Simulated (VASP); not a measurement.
The system is Ge.

```
Ge
1.0
     0.00000    2.82891    2.82891
     2.82891    0.00000    2.82891
     2.82891    2.82891    0.00000
Ge
2
Direct
  0.00000 0.00000 0.00000
  0.25000 0.25000 0.25000
```

* Program: VASP 6.6.1
* Task: relaxation of cell and atoms
* Functional: RPBE
* Potentials or basis: VASP PAW PBE potentials, release 64 (Ge_d)
* Cutoff: 500 eV
* k mesh: 12 × 12 × 12
* Occupations: gaussian, width 0.01 eV
* Spin: no spin polarisation

At the start: pressure 5.3 GPa; volume 22.64 Å³/atom.

Task: How do energy, volume and symmetry change on relaxing?

Result: Over 3 steps the energy falls by 28.0 meV/atom and the volume is 24.46 Å³/atom (+8.1 %); space group Fd-3m (No. 227, to 0.1 Å) before and after.

The path:
| step | energy change (eV) | largest force (eV/Å) | pressure (GPa) | volume (Å³) |
| --- | --- | --- | --- | --- |
| 1 | 0.0000 | 0.0000 | 5.26 | 45.28 |
| 2 | -0.0497 | 0.0000 | -1.57 | 50.32 |
| 3 | -0.0561 | 0.0000 | 0.01 | 48.93 |

Final structure:
```
Ge
1.0
     0.00000    2.90297    2.90297
     2.90297    0.00000    2.90297
     2.90297    2.90297    0.00000
Ge
2
Direct
  0.00000 0.00000 0.00000
  0.25000 0.25000 0.25000
```

Caveat: the PAW data sets were made with another functional, which shifts forces and pressure a little.
